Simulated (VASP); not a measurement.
# Ge16H (a cell with a defect) in VASP: notebook

Runs on Ge16H (a cell with a defect). Level: PBE. Tasks: single point.

Everything below comes from runs of VASP 6.6.1. Logs are shortened: lines on timing, memory, paths and dates and some standing lists are left out, and cuts for length are marked.

### Step 1. The cell of the first run

The cell holds a defect, 17 atoms: a = 8.004 Å, b = 8.004 Å, c = 8.004 Å, α = 60.00°, β = 60.00°, γ = 60.00°.

### Step 2. Single point, PBE

INCAR reads:

```
ALGO     = Normal         # electronic algorithm
EDIFF    = 1E-7           # SCF threshold, eV
ENCUT    = 520            # plane-wave cutoff, eV
GGA      = PE             # functional
ISIF     = 2              # what is computed and relaxed
ISMEAR   = -1             # smearing method
LASPH    = T              # aspherical terms in the spheres
LCHARG   = T              # write CHGCAR
LELF     = T              # ELF
LREAL    = Auto         
LVHAR    = T            
LWAVE    = F              # write WAVECAR
NBANDS   = 126            # bands
NELM     = 100            # most SCF steps
PREC     = Accurate       # precision mode
SIGMA    = 0.05           # smearing width, eV
```

KPOINTS reads:

```
k-points
0
Gamma
  2 2 2
```

POSCAR reads:

```
Ge16H
1.0
    0.0000000000      5.6600000000      5.6600000000
    5.6600000000      0.0000000000      5.6600000000
    5.6600000000      5.6600000000      0.0000000000
Ge H
16 1
Direct
   -0.0114752650      0.0301501767     -0.0097084806
    0.0922438163      0.1669257951      0.1280565371
    0.0062809187     -0.0147261484      0.5141607774
    0.1445406360      0.1176501767      0.6367844523
    0.0051590106      0.5406007067      0.0018904594
    0.1361749117      0.6382067138      0.1302385159
    0.0095053004      0.5212544170      0.5177738516
    0.1571908127      0.6146113074      0.6367844523
    0.4977208481      0.0347349823      0.0036925795
    0.6247084806      0.1419522968      0.1451855124
    0.5045229682     -0.0412897527      0.5105300353
    0.6479858657      0.0668551237      0.6593462898
    0.5095494700      0.5217402827      0.0006625442
    0.6368021201      0.6863427562      0.0620671378
    0.5224911661      0.4920848057      0.4482685512
    0.6581978799      0.5795053004      0.6190106007
    0.7033480565      0.7758745583      0.7833480565
```

Potentials or basis: VASP PAW PBE potentials, release 64 (Ge_d, H).

Run with:

```console
> cat potpaw_PBE.64/Ge_d/POTCAR potpaw_PBE.64/H/POTCAR > POTCAR
> mpirun -np 1 vasp_std > vasp.out
```

OUTCAR:

```text
EDIFF = 1E-7
   ENCUT = 520
   GGA = PE
   ISIF = 2
   ISMEAR = -1
   LASPH = T
   LREAL = Auto
   NELM = 100
   PREC = Accurate

 ion  position               nearest neighbor table
   1  0.989  0.030  0.990-   4 2.33  10 2.39   2 2.48   6 2.57
   2  0.092  0.167  0.128-   5 2.46   1 2.48   3 2.55   9 2.65
   3  0.006  0.985  0.514-  12 2.36   8 2.43   2 2.55   4 2.57
   4  0.145  0.118  0.637-   1 2.33  11 2.38   3 2.57   7 2.64
   5  0.005  0.541  0.002-   6 2.34   8 2.41  14 2.45   2 2.46
   6  0.136  0.638  0.130-   5 2.34  13 2.44   7 2.54   1 2.57
   7  0.010  0.521  0.518-  16 2.36   8 2.36   6 2.54   4 2.64
   8  0.157  0.615  0.637-   7 2.36   5 2.41   3 2.43  15 2.45
   9  0.498  0.035  0.004-  14 2.31  12 2.32  10 2.46   2 2.65
  10  0.625  0.142  0.145-   1 2.39  11 2.44   9 2.46  13 2.49
  11  0.505  0.959  0.511-   4 2.38  10 2.44  16 2.49  12 2.62
  12  0.648  0.067  0.659-   9 2.32   3 2.36  11 2.62  15 2.82
  13  0.510  0.522  0.001-  14 2.35   6 2.44  10 2.49  16 2.54
  14  0.637  0.686  0.062-  17 1.84   9 2.31  13 2.35   5 2.45  15 2.57
  15  0.522  0.492  0.448-   8 2.45  14 2.57  16 2.60  12 2.82
  16  0.658  0.580  0.619-   7 2.36  11 2.49  13 2.54  15 2.60
  17  0.703  0.776  0.783-  14 1.84

  LATTYP: Found a face centered cubic cell.
 ALAT       =    11.3200000000

  Lattice vectors:

 A1 = (   0.0000000000,   5.6600000000,   5.6600000000)
 A2 = (   5.6600000000,   0.0000000000,   5.6600000000)
 A3 = (   5.6600000000,   5.6600000000,   0.0000000000)

Analysis of symmetry for initial positions (statically):
=====================================================================
 Subroutine PRICEL returns:
 Original cell was already a primitive cell.

 Routine SETGRP: Setting up the symmetry group for a
 face centered cubic supercell.

 Subroutine GETGRP returns: Found  1 space group operations
 (whereof  1 operations were pure point group operations)
 out of a pool of 48 trial point group operations.

The static configuration has the point symmetry C_1 .

Analysis of symmetry for dynamics (positions and initial velocities):
=====================================================================
 Subroutine PRICEL returns:
 Original cell was already a primitive cell.

 Routine SETGRP: Setting up the symmetry group for a
 face centered cubic supercell.

 Subroutine GETGRP returns: Found  1 space group operations
 (whereof  1 operations were pure point group operations)
 out of a pool of 48 trial point group operations.

The dynamic configuration has the point symmetry C_1 .

 Subroutine INISYM returns: Found  1 space group operations
 (whereof  1 operations are pure point group operations),
 and found     1 'primitive' translations

----------------------------------------------------------------------------------------

                                     Primitive cell

  volume of cell :     362.6430

  direct lattice vectors                    reciprocal lattice vectors
     0.000000000  5.660000000  5.660000000    -0.088339223  0.088339223  0.088339223
     5.660000000  0.000000000  5.660000000     0.088339223 -0.088339223  0.088339223
     5.660000000  5.660000000  0.000000000     0.088339223  0.088339223 -0.088339223

  length of vectors
     8.004448763  8.004448763  8.004448763     0.153008022  0.153008022  0.153008022

  position of ions in fractional coordinates (direct lattice)
     0.988524735  0.030150177  0.990291519
     0.092243816  0.166925795  0.128056537
     0.006280919  0.985273852  0.514160777
     0.144540636  0.117650177  0.636784452
     0.005159011  0.540600707  0.001890459
     0.136174912  0.638206714  0.130238516
[... 9 lines left out ...]
     0.658197880  0.579505300  0.619010601
     0.703348056  0.775874558  0.783348057

  ion indices of the primitive-cell ions
   primitive index   ion index
                 1           1
                 2           2
                 3           3
                 4           4
                 5           5
                 6           6
[... 9 lines left out ...]
                16          16
                17          17

----------------------------------------------------------------------------------------

 KPOINTS: k-points

Automatic generation of k-mesh.
 Grid dimensions read from file:
 generate k-points for:    2    2    2

 Generating k-lattice:

  Cartesian coordinates                     Fractional coordinates (reciprocal lattice)
    -0.044169611  0.044169611  0.044169611     0.500000000  0.000000000  0.000000000
     0.044169611 -0.044169611  0.044169611     0.000000000  0.500000000  0.000000000
     0.044169611  0.044169611 -0.044169611     0.000000000  0.000000000  0.500000000

  Length of vectors
     0.076504011  0.076504011  0.076504011

  Shift w.r.t. Gamma in fractional coordinates (k-lattice)
     0.000000000  0.000000000  0.000000000

 Subroutine IBZKPT returns following result:
 ===========================================

 Found      8 irreducible k-points:

 Following reciprocal coordinates:
            Coordinates               Weight
  0.000000  0.000000  0.000000      1.000000
  0.500000  0.000000  0.000000      1.000000
  0.000000  0.500000  0.000000      1.000000
  0.000000  0.000000  0.500000      1.000000
  0.500000  0.500000  0.500000      1.000000
  0.500000  0.500000  0.000000      1.000000
  0.000000  0.500000  0.500000      1.000000
  0.500000  0.000000  0.500000      1.000000
   k-points           NKPTS =      8   k-points in BZ     NKDIM =      8   number of bands    NBANDS=    126
   number of dos      NEDOS =    301   number of ions     NIONS =     17
   total plane-waves  NPLWV = 216000
   dimension x,y,z NGX =    60 NGY =   60 NGZ =   60
   dimension x,y,z NGXF=   120 NGYF=  120 NGZF=  120
   ions per type =              16   1
   NGX,Y,Z   is equivalent  to a cutoff of  12.46, 12.46, 12.46 a.u.
   NGXF,Y,Z  is equivalent  to a cutoff of  24.92, 24.92, 24.92 a.u.
 SYSTEM =  unknown system
   PREC   = accura    normal or accurate (medium, high low for compatibility)
   ISTART =      0    job   : 0-new  1-cont  2-samecut
   ICHARG =      2    charge: 1-file 2-atom 10-const
   ISPIN  =      1    spin polarized calculation?
   LNONCOLLINEAR =      F non collinear calculations
   LSORBIT =      F    spin-orbit coupling
   LASPH  =      T    aspherical Exc in radial PAW
   ENCUT  =  520.0 eV  38.22 Ry    6.18 a.u.  14.88 14.88 14.88*2*pi/ulx,y,z
   NELM   =    100;   NELMIN=  2; NELMDL= -5     # of ELM steps
   EDIFF  = 0.1E-06   stopping-criterion for ELM
   LREAL  =      T    real-space projection
   EDIFFG = 0.1E-05   stopping-criterion for IOM
   NSW    =      0    number of steps for IOM
   IBRION =     -1    ionic relax: 0-MD 1-quasi-New 2-CG
   NFREE  =      0    steps in history (QN), initial steepest desc. (CG)
   ISIF   =      2    stress and relaxation
   ISYM   =      2    0-nonsym 1-usesym 2-fastsym
   POTIM  = 0.5000    time-step for ionic-motion
   TEBEG  =    0.0;   TEEND  =   0.0 temperature during run
   PSTRESS=    0.0 pullay stress
   NELECT =     225.0000    total number of electrons
   NUPDOWN=      -1.0000    fix difference up-down
   EMIN   =  10.00;   EMAX   =-10.00  energy-range for DOS
   EFERMI =   0.00;   METHOD = LEGACY
   ISMEAR =    -1;   SIGMA  =   0.05  broadening in eV -4-tet -1-fermi 0-gaus
   EFERMI_NEDOS =   21; number of points for ismear=-14 and -15
   IALGO  =     38    algorithm
   IMIX   =      4    mixing-type and parameters
     AMIX     =   0.40;   BMIX     =  1.00
     AMIX_MAG =   1.60;   BMIX_MAG =  1.00
  volume/ion in A,a.u.               =      21.33       143.96
  Fermi-wavevector in a.u.,A,eV,Ry     =   1.396291  2.638607 26.526303  1.949628
  Thomas-Fermi vector in A             =   2.519659
   LORBIT       =      0    0 simple, 1 ext, 2 COOP (PROOUT), +10 PAW based schemes
   GGA     = PE    functional components
   LHFCALC =     F    Hartree Fock is set to
   AEXX    =    0.0000 exact exchange contribution
   IVDW    =     0    specifies the selected vdW correction
   LEPSILON=     F    determine dielectric tensor
   LRPA    =     F    only Hartree local field effects (RPA)
 non-spin polarized calculation
  energy-cutoff  :      520.00
  volume of cell :      362.64
 maximum number of plane-waves:      9841
 NGX is ok and might be reduce to    60
   NGX = 29   NGY = 29   NGZ = 29

 number of electron     225.0000006 magnetization

 Free energy of the ion-electron system (eV)
  ---------------------------------------------------
  ext. energy  EPLUGINS =         0.00000000
  ---------------------------------------------------
  free energy    TOTEN  =       -70.59107950 eV

  energy without entropy =      -70.55836815  energy(sigma->0) =      -70.57472382

 E-fermi :   4.8593     XC(G=0):  -9.9810

 val. band max:        4.8158987793   @ k =   0.0000   0.0000   0.0000
 cond. band min:       4.9267504752   @ k =   0.0000   0.0000   0.5000
 fundamental gap:      0.1108516959
 Fermi energy:         4.8592655732

 k-point     1 :       0.0000    0.0000    0.0000
  band No.  band energies     occupation
      1     -19.9522      2.00000
      2     -19.9366      2.00000
      3     -19.9286      2.00000
      4     -19.9239      2.00000
      5     -19.9174      2.00000
      6     -19.9060      2.00000
[... 116 lines left out ...]
    123       6.2947      0.00000
    124       7.3023      0.00000

 k-point     2 :       0.5000    0.0000    0.0000
  band No.  band energies     occupation
      1     -19.9576      2.00000
      2     -19.9461      2.00000
      3     -19.9335      2.00000
      4     -19.9289      2.00000
      5     -19.9209      2.00000
      6     -19.9046      2.00000
[... 878 lines left out ...]
    123       8.8740      0.00000
    124       9.0809      0.00000
 [bands above 124 left out]

------------------------ aborting loop because EDIFF is reached ----------------------------------------

  FORCE on cell =-STRESS in cart. coord.  units (eV):
  Direction    XX          YY          ZZ          XY          YZ          ZX
  --------------------------------------------------------------------------------------
  -------------------------------------------------------------------------------------
  Total       10.5639987     11.2858739     12.7064821      0.9797858      1.7252930     -3.5738624
  in kB       46.6723461     49.8616316     56.1379592      4.3287494      7.6224423    -15.7895269
  external PRESSURE =      50.8906457 kB  Pullay stress =       0.0000000 kB

 VOLUME and BASIS-vectors are now :
 -----------------------------------------------------------------------------
  energy-cutoff  :      520.00
  volume of cell :      362.64
      direct lattice vectors                 reciprocal lattice vectors
     0.000000000  5.660000000  5.660000000    -0.088339223  0.088339223  0.088339223
     5.660000000  0.000000000  5.660000000     0.088339223 -0.088339223  0.088339223
     5.660000000  5.660000000  0.000000000     0.088339223  0.088339223 -0.088339223

 POSITION                                       TOTAL-FORCE (eV/Angst)
 -----------------------------------------------------------------------------------
      5.77570     11.20010      5.76570         0.227867      1.578899     -0.525713
      1.66960      1.24690      1.46690        -0.402946      1.097966      0.143680
      8.48680      2.94570      5.61220         0.036961      0.039796      1.537288
      4.27010      4.42230      1.48400        -0.230305     -1.929822      0.378462
      3.07050      0.03990      3.08900        -0.510247     -0.180741     -0.912923
      4.34940      1.50790      4.38300         1.356329      0.433068      0.625327
[... 9 lines left out ...]
      6.78360      7.22900      7.00540         0.546431     -0.802613     -0.972646
      8.82520      8.41470      8.37240         0.209675     -0.036320      0.473570
 -----------------------------------------------------------------------------------
    total drift:                               -0.000831      0.000844      0.003719

  FREE ENERGIE OF THE ION-ELECTRON SYSTEM (eV)
  ---------------------------------------------------
  free  energy   TOTEN  =       -70.5910794955 eV

  energy  without entropy=      -70.5583681535  energy(sigma->0) =      -70.57472382
```

Run time: 28 min. Hardware: 1 thread of Oxide Virtual Turin-like, shared host; peak memory 0.57 GiB.

What came out:

```
Free energy            : -70.5911 eV
Pressure               : 5.1 GPa
Largest force          : 2.684 eV/Å
Band gap on the k mesh : zero (an odd number of electrons rules out a gap without spin polarisation)
```

Forces in eV/Å, atoms in the order of the input:
```
Ge   0.228  1.579 -0.526
Ge  -0.403  1.098  0.144
Ge   0.037  0.040  1.537
Ge  -0.230 -1.930  0.378
Ge  -0.510 -0.181 -0.913
Ge   1.356  0.433  0.625
Ge  -1.737  0.066 -0.391
Ge  -0.041  0.197  0.672
Ge   2.505 -0.821 -0.506
Ge   0.097 -0.637 -0.109
Ge   0.276  0.868  0.721
Ge  -0.762 -1.701  0.027
Ge  -1.072 -0.685 -0.867
Ge  -0.256  1.136 -0.045
Ge  -0.243  1.377 -0.249
Ge   0.546 -0.803 -0.973
H    0.210 -0.036  0.474
```

Stress tensor (GPa, compression positive):
```
 4.67  0.43 -1.58
 0.43  4.99  0.76
-1.58  0.76  5.61
```

Caveat: the k points lie up to 0.48 Å⁻¹ apart, too coarse for converged energies and pressures of a metal; an odd number of electrons without spin polarisation forces a metal; a magnetic or distorted state may lie lower.

### Step 3. Single point, PBE

INCAR reads:

```
SYSTEM = Ge16H
PREC = Accurate ; ENCUT = 520
EDIFF = 1E-6 ; ISMEAR = -1
SIGMA = 0.05 ; LREAL = Auto
LASPH = .True. ; NELM = 60
ALGO = Normal ; ISIF = 2
LWAVE = .False. ; LCHARG = .True.
GGA = PE ; LELF = .True.
LVHAR = .True. ; NBANDS = 126
```

KPOINTS reads:

```
regular mesh
0
Gamma
  2 2 2
  0 0 0
```

POSCAR reads:

```
Ge16H
1.0
    0.0000000000      5.6600000000      5.6600000000
    5.6600000000      0.0000000000      5.6600000000
    5.6600000000      5.6600000000      0.0000000000
Ge H
16 1
Direct
   -0.0173851590      0.0396643110     -0.0017137809
    0.1020406360      0.1602385159      0.1380477032
    0.0157332155     -0.0158922261      0.4937190813
    0.1332155477      0.1134452297      0.6269257951
   -0.0178533569      0.5588780919      0.0047084806
    0.1406360424      0.6588692580      0.0997526502
    0.0010070671      0.5393462898      0.4983392226
    0.1665724382      0.6204593640      0.6417844523
    0.4743286219      0.0516077739      0.0107243816
    0.6217137809      0.1413074205      0.1436395760
    0.5196908127     -0.0187190813      0.5011042403
    0.6355035336      0.1057332155      0.6098498233
    0.5067314488      0.5051236749     -0.0315901060
    0.6293021201      0.6856095406      0.0533127208
    0.5296024735      0.4722879859      0.4538780919
    0.6575706714      0.5831537102      0.6005212014
    0.6710865724      0.8309098940      0.7933833922
```

Potentials or basis: VASP PAW PBE potentials, release 64 (Ge_d, H).

Run with:

```console
> cat potpaw_PBE.64/Ge_d/POTCAR potpaw_PBE.64/H/POTCAR > POTCAR
> mpirun -np 1 vasp_std > vasp.out
```

It took 14 min on 1 thread of Oxide Virtual Turin-like, shared host; peak memory 0.57 GiB.

Results (log left out):

| Property | Result |
| --- | --- |
| Free energy | -70.4264 eV |
| Pressure | 5.0 GPa |
| Largest force | 2.478 eV/Å |
| Band gap on the k mesh | zero (an odd number of electrons rules out a gap without spin polarisation) |

Forces in eV/Å, atoms in the order of the input:
```
Ge  -0.802  0.742  0.632
Ge  -0.066 -0.909  0.911
Ge   1.116  0.263 -0.030
Ge   0.572 -0.679  1.030
Ge  -1.291  0.533 -1.034
Ge   1.636  0.856 -0.145
Ge  -1.656  1.329  0.530
Ge  -0.847 -0.748 -0.518
Ge  -0.542 -0.576  0.248
Ge  -0.211 -0.824 -0.114
Ge  -0.551 -0.612 -2.337
Ge   1.214  2.135  0.242
Ge   0.734  0.447  0.550
Ge   0.075 -0.664 -0.774
Ge   0.283 -0.337  0.914
Ge   0.623 -1.205 -0.059
H   -0.287  0.248 -0.046
```

Stress tensor (GPa, compression positive):
```
 3.67  0.22 -0.74
 0.22  5.58  0.98
-0.74  0.98  5.78
```

Levels at points of the mesh, in eV from the Fermi level:
| k point | band 110 | band 111 | band 112 | band 113 | band 114 | band 115 | band 116 | band 117 |
| --- | --- | --- | --- | --- | --- | --- | --- | --- |
| (0.00, 0.00, 0.00) | -0.69 | -0.11 | 0.07 | 0.10 | 0.17 | 0.19 | 0.26 | 0.39 |
| (0.50, 0.00, 0.00) | -0.79 | -0.60 | -0.44 | -0.13 | 0.67 | 0.87 | 1.23 | 1.34 |
| (0.00, 0.50, 0.00) | -0.85 | -0.69 | -0.55 | -0.24 | 0.50 | 0.78 | 1.08 | 1.12 |
| (0.00, 0.00, 0.50) | -0.73 | -0.61 | -0.46 | -0.10 | 0.86 | 0.91 | 1.22 | 1.35 |
| (0.50, 0.50, 0.50) | -0.98 | -0.80 | -0.38 | -0.11 | 0.61 | 0.73 | 1.12 | 1.62 |
| (0.50, 0.50, 0.00) | -1.35 | -1.19 | -0.76 | 0.40 | 1.14 | 1.37 | 1.78 | 1.89 |
| (0.00, 0.50, 0.50) | -1.29 | -1.18 | -0.75 | -0.69 | 0.95 | 1.51 | 1.79 | 1.85 |
| (0.50, 0.00, 0.50) | -1.40 | -1.07 | -0.75 | 0.23 | 1.07 | 1.39 | 1.74 | 1.90 |

Caveat: the k points lie up to 0.48 Å⁻¹ apart, too coarse for converged energies and pressures of a metal; an odd number of electrons without spin polarisation forces a metal; a magnetic or distorted state may lie lower.

The gap in the log of VASP goes by the Fermi energy; the results here count the filled bands.